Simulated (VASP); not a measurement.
Set up this calculation in VASP 6.6.1, as the native input.

- Task: single point
- Functional: PBE
- Potentials or basis: VASP PAW PBE potentials, release 64 (Al, B, Sb, P)
- Cutoff: 520 eV
- k mesh: 4 × 4 × 4
- Occupations: gaussian, width 0.2 eV
- Spin: no spin polarisation
- Dipole correction: no
- Further INCAR settings: LREAL = Auto; ALGO = Normal; EDIFF = 1e-06; NBANDS = 44

The structure of Al4BSbP2 lies in POSCAR:

```
Al4BSbP2
1.0
    0.0017611711      0.0029133794     -6.6104263952
   -0.0016209555     -6.9511609025      0.0030560188
   -7.2653874303     -0.0017955152      0.0020260132
Al B Sb P
8 2 2 4
Direct
    0.1411214643      0.3483210248      0.2003846497
    0.0751675288      0.8704691494      0.9999293979
    0.6751442432      0.2004494245      1.0001304601
    0.1412125598      0.3481393666      0.7994980799
    0.6413122038      0.6519957060      0.2997391935
    0.5750057381      0.1294612609      0.4999053179
    0.1750342262      0.7998203883      0.5001048271
    0.6409566570      0.6518834272      0.7004029276
    0.9929888238      0.1655532019      0.9999919134
    0.4928952088      0.8342980195      0.4999148352
    0.4865471856      0.8536010719      1.0000740449
    0.9864100930      0.1462478294      0.5000026424
    0.4991027562      0.3410181273      0.2507846497
    0.4990347648      0.3407602434      0.7491108619
    0.9991089229      0.6590473979      0.2491924533
    0.9989576236      0.6589343611      0.7508337457
```

The input as run:

INCAR

```
PREC     = Accurate       # precision mode
ENCUT    = 520            # plane-wave cutoff, eV
EDIFF    = 1E-6           # SCF threshold, eV
ISMEAR   = 0              # smearing method
SIGMA    = 0.2            # smearing width, eV
LREAL    = Auto         
LASPH    = T              # aspherical terms in the spheres
NELM     = 80             # most SCF steps
ALGO     = Normal         # electronic algorithm
ISIF     = 2              # what is computed and relaxed
LWAVE    = F              # write WAVECAR
LCHARG   = T              # write CHGCAR
GGA      = PE             # functional
LELF     = T              # ELF
LVHAR    = T            
NBANDS   = 44             # bands
```

KPOINTS

```
regular mesh
0
Gamma
  4 4 4
```

Potentials or basis: VASP PAW PBE potentials, release 64 (Al, B, Sb, P).

Command:

```bash
$ cat potpaw_PBE.64/Al/POTCAR potpaw_PBE.64/B/POTCAR potpaw_PBE.64/Sb/POTCAR potpaw_PBE.64/P/POTCAR > POTCAR
$ mpirun -np 1 vasp_std > vasp.out
```

It gave:

* Pressure: 0.0 GPa
* Largest force: 0.026 eV/Å
* Band gap on the k mesh: zero (bands 30 and 31 overlap by 1.11 eV)

Caveat: spin-orbit coupling is left out, which moves the levels of the heavy elements.

Wall time 6.5 min on 1 thread of AMD EPYC 9R45 96-Core Processor (Zen 5) (shared host), peak memory 0.54 GiB.
